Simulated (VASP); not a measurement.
Input of a VASP 6.6.1 run:

Contents of POSCAR:

```
SnO2
1.0
    4.6633146763      0.0000000000      0.0000000000
    0.0000000000      4.6633146763      0.0000000000
    0.0000000000      0.0000000000      3.1348350384
Sn O
2 4
Direct
    0.0000000000      0.0000000000      0.0000000000
    0.5000000000      0.5000000000      0.5000000000
    0.3058809152      0.3058809152      0.0000000000
    0.1941190848      0.8058809152      0.5000000000
    0.6941190848      0.6941190848      0.0000000000
    0.8058809152      0.1941190848      0.5000000000
```

File INCAR.step1:

```
  PREC = Accurate
  ENCUT = 520
  ISMEAR = 0
  SIGMA = 0.01
  LREAL = False
  LASPH = True
  NELM = 100
  NBANDS = 35
  GGA = PE
  ALGO = Normal
  EDIFF = 1E-4
  LWAVE = True
  LCHARG = False
```

The input INCAR.step2:

```
  PREC = Accurate
  ENCUT = 520
  EDIFF = 1E-6
  ISMEAR = 0
  SIGMA = 0.01
  LREAL = False
  LASPH = True
  NELM = 100
  ALGO = Normal
  ISIF = 2
  LWAVE = False
  LCHARG = False
  METAGGA = R2SCAN
  LMIXTAU = True
  NBANDS = 35
  ISTART = 1
```

KPOINTS

```
Automatic mesh
0
Gamma
  4 4 6
```

Potentials or basis: VASP PAW PBE potentials, release 64 (Sn_d, O).

Launch:

```console
$ cat potpaw_PBE.64/Sn_d/POTCAR potpaw_PBE.64/O/POTCAR > POTCAR
$ cp INCAR.step1 INCAR
$ mpirun -np 1 vasp_std > vasp.out
$ cp INCAR.step2 INCAR
$ mpirun -np 1 vasp_std > vasp.out
```

**Question.** Estimate the pressure.

**Answer.** 16.9 GPa.

**Question.** What does it give for the largest force?

**Answer.** 0.268 eV/Å.

**Question.** Predict the band gap on the k mesh.

**Answer.** 2.57 eV.

Forces on the atoms (eV/Å):
```
Sn   0.000  0.000  0.000
Sn   0.000  0.000  0.000
O   -0.190 -0.190  0.000
O    0.190 -0.190  0.000
O    0.190  0.190  0.000
O   -0.190  0.190  0.000
```

Caveat: the cell stands under pressure; the PAW data sets were made with another functional, which shifts forces and pressure a little; spin-orbit coupling is left out, which moves the levels of the heavy elements. r2SCAN opens gaps a little over a GGA but as a rule still falls short of measured ones.
